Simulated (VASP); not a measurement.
A run of VASP 6.6.1:

Contents of INCAR:

```
SYSTEM = Sr2AlO
  PREC = Accurate
  ENCUT = 520
  EDIFF = 1E-7
  ISMEAR = 0
  SIGMA = 0.1
  LREAL = .False.
  LASPH = .True.
  NELM = 60
  ALGO = Normal
  ISIF = 2
  LWAVE = .False.
  LCHARG = .False.
  GGA = PE
  NBANDS = 22
```

The input KPOINTS:

```
regular mesh
0
Gamma
  6 6 2
  0 0 0
```

File POSCAR:

```
Sr2AlO
1.0
    4.1778203098      0.0000000034      0.0000000000
   -2.0889101579      3.6180985191      0.0000000000
    0.0000000000      0.0000000000     10.8301557803
Sr Al O
2 1 1
Direct
    0.0000000000      0.0000000000      0.6940944520
    0.0000000000      0.0000000000      0.3059055480
    0.0000000000      0.0000000000      0.0000000000
    0.0000000000      0.0000000000      0.5000000000
```

Potentials or basis: VASP PAW PBE potentials, release 64 (Sr_sv, Al, O).

The run is started by

```bash
$ cat potpaw_PBE.64/Sr_sv/POTCAR potpaw_PBE.64/Al/POTCAR potpaw_PBE.64/O/POTCAR > POTCAR
$ mpirun -np 1 vasp_std > vasp.out
```

Hardware: 1 thread of Intel(R) Xeon(R) Platinum 8488C (Sapphire Rapids), on a shared host.

Estimate the wall time of this run.

Run time: 46 s on 1 thread of Intel(R) Xeon(R) Platinum 8488C (Sapphire Rapids) (shared host), peak memory 0.3 GiB. Counts: scf iterations 17, k points 14.
